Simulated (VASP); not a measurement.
# Al (Cm) in VASP: notebook, part 2 of 3

VASP 6.6.1. Earlier steps stand in the parts before.

## Step 3: Single point, PBE+D3(BJ) (atom 2 (Al) moved by -0.420 Å along [1 2 0] and -0.420 Å along [0 0 1])

The input, INCAR:

```
SYSTEM = Al
PREC = Accurate
ENCUT = 520
EDIFF = 1E-7
ISMEAR = 0
SIGMA = 0.15
LREAL = .False.
LASPH = .True.
NELM = 100
ALGO = Fast
ISIF = 2
LWAVE = .False.
LCHARG = .False.
GGA = PE
IVDW = 12
NBANDS = 14
```

The input, KPOINTS:

```
Automatic mesh
0
Gamma
  18 18 4
  0 0 0
```

The input, POSCAR:

```
Al
1.0
    2.8144222650      0.0000000000      0.0000000000
   -1.4072111325      2.4373611785      0.0000000000
    0.0000000000      0.0000000000      9.2410470710
Al
4
Direct
    0.0000000000      0.0000000000      0.0000000000
    0.2471745802      0.4943491605      0.2045506048
    0.0000000000      0.0000000000      0.5000000000
    0.6666666667      0.3333333333      0.7500000000
```

Potentials or basis: VASP PAW PBE potentials, release 64 (Al).

On the command line:

```sh
> cat potpaw_PBE.64/Al/POTCAR > POTCAR
> mpirun -np 1 vasp_std > vasp.out
```

OUTCAR:

```text
SYSTEM = Al
   PREC = Accurate
   ENCUT = 520
   EDIFF = 1E-7
   ISMEAR = 0
   LREAL = .False.
   LASPH = .True.
   NELM = 100
   ISIF = 2
   GGA = PE
   IVDW = 12
 IVDW          = 12

 ion  position               nearest neighbor table
   1  0.000  0.000  0.000-   2 2.24   2 2.66   2 2.66   4 2.82   4 2.82   4 2.82
   2  0.247  0.494  0.205-   1 2.24   1 2.66   1 2.66   3 2.98   3 3.31   3 3.31
   3  0.000  0.000  0.500-   4 2.82   4 2.82   4 2.82   2 2.98   2 3.31   2 3.31
   4  0.667  0.333  0.750-   1 2.82   3 2.82   1 2.82   3 2.82   1 2.82   3 2.82

  LATTYP: Found a hexagonal cell.
 ALAT       =     2.8144222650
 C/A-ratio  =     3.2834614713

  Lattice vectors:

 A1 = (   2.8144222650,   0.0000000000,   0.0000000000)
 A2 = (  -1.4072111325,   2.4373611785,   0.0000000000)
 A3 = (   0.0000000000,   0.0000000000,   9.2410470710)

Analysis of symmetry for initial positions (statically):
=====================================================================
 Subroutine PRICEL returns:
 Original cell was already a primitive cell.

 Routine SETGRP: Setting up the symmetry group for a
 hexagonal supercell.

 Subroutine GETGRP returns: Found  2 space group operations
 (whereof  2 operations were pure point group operations)
 out of a pool of 24 trial point group operations.

The static configuration has the point symmetry C_1h.

Analysis of symmetry for dynamics (positions and initial velocities):
=====================================================================
 Subroutine PRICEL returns:
 Original cell was already a primitive cell.

 Routine SETGRP: Setting up the symmetry group for a
 hexagonal supercell.

 Subroutine GETGRP returns: Found  2 space group operations
 (whereof  2 operations were pure point group operations)
 out of a pool of 24 trial point group operations.

The dynamic configuration has the point symmetry C_1h.

 Subroutine INISYM returns: Found  2 space group operations
 (whereof  2 operations are pure point group operations),
 and found     1 'primitive' translations

----------------------------------------------------------------------------------------

                                     Primitive cell

  volume of cell :      63.3914

  direct lattice vectors                    reciprocal lattice vectors
     2.814422265  0.000000000  0.000000000     0.355312709  0.205139888  0.000000000
    -1.407211133  2.437361178  0.000000000     0.000000000  0.410279777  0.000000000
     0.000000000  0.000000000  9.241047071     0.000000000  0.000000000  0.108212846

  length of vectors
     2.814422265  2.814422265  9.241047071     0.410279777  0.410279777  0.108212846

  position of ions in fractional coordinates (direct lattice)
     0.000000000  0.000000000  0.000000000
     0.247174580  0.494349161  0.204550605
     0.000000000  0.000000000  0.500000000
     0.666666667  0.333333333  0.750000000

  ion indices of the primitive-cell ions
   primitive index   ion index
                 1           1
                 2           2
                 3           3
                 4           4

----------------------------------------------------------------------------------------

 KPOINTS: Automatic mesh
[... 53 lines left out ...]
   dimension x,y,z NGX =    24 NGY =   24 NGZ =   70
   dimension x,y,z NGXF=    48 NGYF=   48 NGZF=  140
   ions per type =               4
   NGX,Y,Z   is equivalent  to a cutoff of  14.18, 14.18, 12.59 a.u.
   NGXF,Y,Z  is equivalent  to a cutoff of  28.35, 28.35, 25.19 a.u.
 SYSTEM =  Al
   PREC   = accura    normal or accurate (medium, high low for compatibility)
   ISTART =      0    job   : 0-new  1-cont  2-samecut
   ICHARG =      2    charge: 1-file 2-atom 10-const
   ISPIN  =      1    spin polarized calculation?
   LNONCOLLINEAR =      F non collinear calculations
   LSORBIT =      F    spin-orbit coupling
   LASPH  =      T    aspherical Exc in radial PAW
   ENCUT  =  520.0 eV  38.22 Ry    6.18 a.u.   5.23  5.23 17.18*2*pi/ulx,y,z
   NELM   =    100;   NELMIN=  2; NELMDL= -5     # of ELM steps
   EDIFF  = 0.1E-06   stopping-criterion for ELM
   LREAL  =      F    real-space projection
   EDIFFG = 0.1E-05   stopping-criterion for IOM
   NSW    =      0    number of steps for IOM
   IBRION =     -1    ionic relax: 0-MD 1-quasi-New 2-CG
   NFREE  =      0    steps in history (QN), initial steepest desc. (CG)
   ISIF   =      2    stress and relaxation
   ISYM   =      2    0-nonsym 1-usesym 2-fastsym
   POTIM  = 0.5000    time-step for ionic-motion
   TEBEG  =    0.0;   TEEND  =   0.0 temperature during run
   PSTRESS=    0.0 pullay stress
   NELECT =      12.0000    total number of electrons
   NUPDOWN=      -1.0000    fix difference up-down
   EMIN   =  10.00;   EMAX   =-10.00  energy-range for DOS
   EFERMI =   0.00;   METHOD = LEGACY
   ISMEAR =     0;   SIGMA  =   0.15  broadening in eV -4-tet -1-fermi 0-gaus
   EFERMI_NEDOS =   21; number of points for ismear=-14 and -15
   IALGO  =     68    algorithm
   IMIX   =      4    mixing-type and parameters
     AMIX     =   0.40;   BMIX     =  1.00
     AMIX_MAG =   1.60;   BMIX_MAG =  1.00
  volume/ion in A,a.u.               =      15.85       106.95
  Fermi-wavevector in a.u.,A,eV,Ry     =   0.939994  1.776331 12.021957  0.883589
  Thomas-Fermi vector in A             =   2.067362
   LORBIT       =      0    0 simple, 1 ext, 2 COOP (PROOUT), +10 PAW based schemes
   GGA     = PE    functional components
   LHFCALC =     F    Hartree Fock is set to
   AEXX    =    0.0000 exact exchange contribution
   IVDW    =    12    specifies the selected vdW correction
   LEPSILON=     F    determine dielectric tensor
   LRPA    =     F    only Hartree local field effects (RPA)
 non-spin polarized calculation
 RMM-DIIS sequential band-by-band and
 Gauss-broadening in eV      SIGMA  =   0.15
  energy-cutoff  :      520.00
  volume of cell :       63.39
 maximum number of plane-waves:      1724
 NGX is ok and might be reduce to    24
   NGX = 11   NGY = 11   NGZ = 35

 number of electron      12.0000000 magnetization

 Free energy of the ion-electron system (eV)
  ---------------------------------------------------
  ext. energy  EPLUGINS =         0.00000000
  ---------------------------------------------------
  free energy    TOTEN  =       -14.06134513 eV

  energy without entropy =      -14.04656361  energy(sigma->0) =      -14.05395437

 E-fermi :   8.3597     XC(G=0): -10.3121

 val. band max:        8.3568790287   @ k =   0.0000   0.3889   0.0000
 cond. band min:       8.3639423802   @ k =   0.5000  -0.3333   0.2500
 fundamental gap:      0.0070633515
 Fermi energy:         8.3596999581

 k-point     1 :       0.0000    0.0000    0.0000
  band No.  band energies     occupation
      1      -3.2893      2.00000
      2      -1.7619      2.00000
      3      -0.7199      2.00000
      4       3.7794      2.00000
      5       3.8957      2.00000
      6      11.5773      0.00000
      7      12.0733      0.00000
      8      18.7309      0.00000
      9      18.9740      0.00000
     10      19.1025      0.00000
     11      19.4476      0.00000
     12      20.0198      0.00000
     13      20.1880      0.00000
     14      20.5430      0.00000
[... 377 lines left out ...]
      1      -2.7544      2.00000
      2      -1.2317      2.00000
      3      -0.1897      2.00000
      4       4.2765      2.00000
      5       4.4149      2.00000
      6      11.9407      0.00000
      7      12.4097      0.00000
      8      14.3742      0.00000
      9      15.3741      0.00000
     10      15.7093      0.00000
     11      16.4450      0.00000
     12      17.2053      0.00000
     13      17.9919      0.00000
     14      19.2898      0.00000

 [... further k-points ...]

------------------------ aborting loop because EDIFF is reached ----------------------------------------

 Edisp (eV)   -1.40515

 E8    (eV) :    -0.6291

  FORCE on cell =-STRESS in cart. coord.  units (eV):
  Direction    XX          YY          ZZ          XY          YZ          ZX
  --------------------------------------------------------------------------------------
  -------------------------------------------------------------------------------------
  Total       0.41553     1.87277     4.69258     0.00000     2.60441     0.00000
  in kB      10.50225    47.33302   118.60188     0.00000    65.82473     0.00000
  external pressure =       58.81 kB  Pullay stress =        0.00 kB

 VOLUME and BASIS-vectors are now :
 -----------------------------------------------------------------------------
  energy-cutoff  :      520.00
  volume of cell :       63.39
      direct lattice vectors                 reciprocal lattice vectors
     2.814422265  0.000000000  0.000000000     0.355312709  0.205139888  0.000000000
    -1.407211133  2.437361178  0.000000000     0.000000000  0.410279777  0.000000000
     0.000000000  0.000000000  9.241047071     0.000000000  0.000000000  0.108212846

 POSITION                                       TOTAL-FORCE (eV/Angst)
 -----------------------------------------------------------------------------------
      0.00000      0.00000      0.00000         0.000000     -1.444712     -3.200300
     -0.00000      1.20491      1.89026        -0.000000      1.521872      3.738147
      0.00000      0.00000      4.62052         0.000000     -0.054684     -0.574345
      1.40721      0.81245      6.93079         0.000000     -0.022476      0.036498
 -----------------------------------------------------------------------------------
    total drift:                               -0.000000     -0.000005      0.000049

  FREE ENERGIE OF THE ION-ELECTRON SYSTEM (eV)
  ---------------------------------------------------
  free  energy   TOTEN  =       -15.4664954004 eV

  energy  without entropy=      -15.4517138761  energy(sigma->0) =      -15.45910464
```

OSZICAR:

```text
N       E                     dE             d eps       ncg     rms          rms(c)
DAV:   1     0.755310337746E+01    0.75531E+01   -0.41739E+03  9892   0.660E+02
DAV:   2    -0.136985688671E+02   -0.21252E+02   -0.19662E+02 12668   0.919E+01
DAV:   3    -0.144116864289E+02   -0.71312E+00   -0.70533E+00 13118   0.138E+01
DAV:   4    -0.144174393632E+02   -0.57529E-02   -0.57520E-02 11826   0.152E+00
DAV:   5    -0.144175178129E+02   -0.78450E-04   -0.78449E-04 13214   0.182E-01    0.326E+00
RMM:   6    -0.141216029143E+02    0.29591E+00   -0.16296E-01 10369   0.115E+00    0.175E+00
RMM:   7    -0.140803460701E+02    0.41257E-01   -0.20399E-02 10718   0.593E-01    0.102E+00
RMM:   8    -0.140630494533E+02    0.17297E-01   -0.10221E-02 11433   0.452E-01    0.207E-01
RMM:   9    -0.140614900626E+02    0.15594E-02   -0.13898E-03 11382   0.211E-01    0.102E-01
RMM:  10    -0.140613747461E+02    0.11532E-03   -0.20520E-04 11794   0.941E-02    0.893E-02
RMM:  11    -0.140613573258E+02    0.17420E-04   -0.65832E-05 11584   0.438E-02    0.619E-02
RMM:  12    -0.140613445955E+02    0.12730E-04   -0.27584E-05 11428   0.274E-02    0.210E-02
RMM:  13    -0.140613451314E+02   -0.53585E-06   -0.46766E-06 12020   0.136E-02    0.146E-02
RMM:  14    -0.140613451331E+02   -0.17809E-08   -0.73114E-07 11693   0.612E-03
   1 F= -.15466495E+02 E0= -.15459105E+02  d E =-.147815E-01
```

stdout:

```text
POSCAR found type information on POSCAR Al
 POSCAR found :  1 types and       4 ions
 scaLAPACK will be used
 LDA part: xc-table for (Slater+PW92), standard interpolation
 POSCAR, INCAR and KPOINTS ok, starting setup
 FFT: planning ... GRIDC
 FFT: planning ... GRID_SOFT
 FFT: planning ... GRID
 WAVECAR not read
 entering main loop
```

Run time: 2.5 min. Hardware: 1 thread of Intel Xeon Platinum 8488C (Sapphire Rapids), shared host; peak memory 0.37 GiB.

Results:

* Free energy: -15.4665 eV
* Pressure: 5.9 GPa
* Largest force: 4.036 eV/Å
* Band gap on the k mesh: zero (bands 6 and 7 overlap by 5.01 eV)
* Dispersion energy per atom: -0.351 eV

Forces on the atoms (eV/Å):
```
Al   0.000 -1.445 -3.200
Al   0.000  1.522  3.738
Al   0.000 -0.055 -0.574
Al   0.000 -0.022  0.036
```

Stress tensor (GPa, compression positive):
```
 1.05  0.00  0.00
 0.00  4.73  6.58
 0.00  6.58 11.86
```

Levels at points of the mesh, in eV from the Fermi level:
```tsv
k point	band 4	band 5	band 6	band 7	band 8	band 9
(0.00, 0.00, 0.00)	-4.58	-4.46	3.22	3.71	10.37	10.61
(0.50, 0.00, 0.00)	-4.09	-3.01	-2.95	0.87	1.31	1.53
(0.00, 0.50, 0.00)	-4.13	-2.92	-2.85	0.88	1.35	1.49
(0.00, 0.00, 0.50)	-7.06	-1.14	-0.62	8.20	8.30	10.66
(0.50, 0.00, 0.50)	-4.53	-1.98	-1.83	-1.04	-0.81	4.39
(0.00, 0.50, 0.50)	-4.54	-1.86	-1.70	-1.02	-0.94	4.21
```

Caveat: the cell differs from its parent crystal (atom 2 (Al) moved by -0.420 Å along [1 2 0] and -0.420 Å along [0 0 1]); the cell stands under pressure; forces of over 1 eV/Å act on the atoms, so gaps and moduli don't describe the material at rest.

## Step 4: Single point, PBE+D3(BJ) (atom 2 (Al) moved by +0.420 Å along [1 2 0] and -0.420 Å along [0 0 1])

The input, INCAR:

```
  PREC = Accurate
  ENCUT = 520
  EDIFF = 1E-6
  ISMEAR = 0
  SIGMA = 0.15
  LREAL = F
  LASPH = T
  NELM = 100
  ALGO = Fast
  ISIF = 2
  LWAVE = F
  LCHARG = F
  GGA = PE
  IVDW = 12
  NBANDS = 14
```

The input, KPOINTS:

```
Automatic mesh
0
Gamma
  18 18 4
```

Changes to POSCAR since step 3:

```diff
@@ -9,3 +9,3 @@
     0.0000000000      0.0000000000      0.0000000000
-    0.2471745802      0.4943491605      0.2045506048
+    0.4194920864      0.8389841729      0.2045506048
     0.0000000000      0.0000000000      0.5000000000
```

On the command line:

```sh
> cat potpaw_PBE.64/Al/POTCAR > POTCAR
> mpirun -np 1 vasp_std > vasp.out
```

It took 2.4 min on 1 thread of Intel Xeon Platinum 8488C (Sapphire Rapids), shared host; peak memory 0.37 GiB.

Results (log left out):

- Free energy: -15.6119 eV
- Pressure: 5.1 GPa
- Largest force: 3.335 eV/Å
- Band gap on the k mesh: zero (bands 6 and 7 overlap by 5.13 eV)
- Dispersion energy per atom: -0.351 eV

Forces in eV/Å, atoms in the order of the input:
```
Al   0.000  0.452 -2.726
Al   0.000 -0.523  3.294
Al   0.000  0.018 -0.599
Al   0.000  0.053  0.032
```

Stress tensor (GPa, compression positive):
```
 5.04  0.00  0.00
 0.00  0.76 -2.27
 0.00 -2.27  9.50
```

Levels at points of the mesh, in eV from the Fermi level:
| k point | band 3 | band 4 | band 5 | band 6 | band 7 | band 8 | band 9 | band 10 |
| --- | --- | --- | --- | --- | --- | --- | --- | --- |
| (0.00, 0.00, 0.00) | -9.09 | -4.58 | -4.47 | 3.23 | 3.71 | 10.29 | 10.72 | 10.89 |
| (0.50, 0.00, 0.00) | -4.30 | -4.13 | -2.95 | -2.88 | 1.02 | 1.25 | 1.52 | 1.74 |
| (0.00, 0.50, 0.00) | -4.26 | -4.07 | -3.05 | -2.98 | 0.79 | 1.21 | 1.63 | 1.84 |
| (0.00, 0.00, 0.50) | -7.77 | -7.07 | -1.14 | -0.63 | 8.26 | 8.35 | 10.31 | 10.95 |
| (0.50, 0.00, 0.50) | -4.71 | -4.54 | -1.91 | -1.75 | -1.00 | -0.90 | 4.31 | 4.64 |
| (0.00, 0.50, 0.50) | -4.70 | -4.53 | -2.00 | -1.85 | -1.09 | -0.80 | 4.43 | 4.60 |

Caveat: the cell differs from its parent crystal (atom 2 (Al) moved by +0.420 Å along [1 2 0] and -0.420 Å along [0 0 1]); the cell stands under pressure; forces of over 1 eV/Å act on the atoms, so gaps and moduli don't describe the material at rest.

(Part 2 of 3 ends here.)
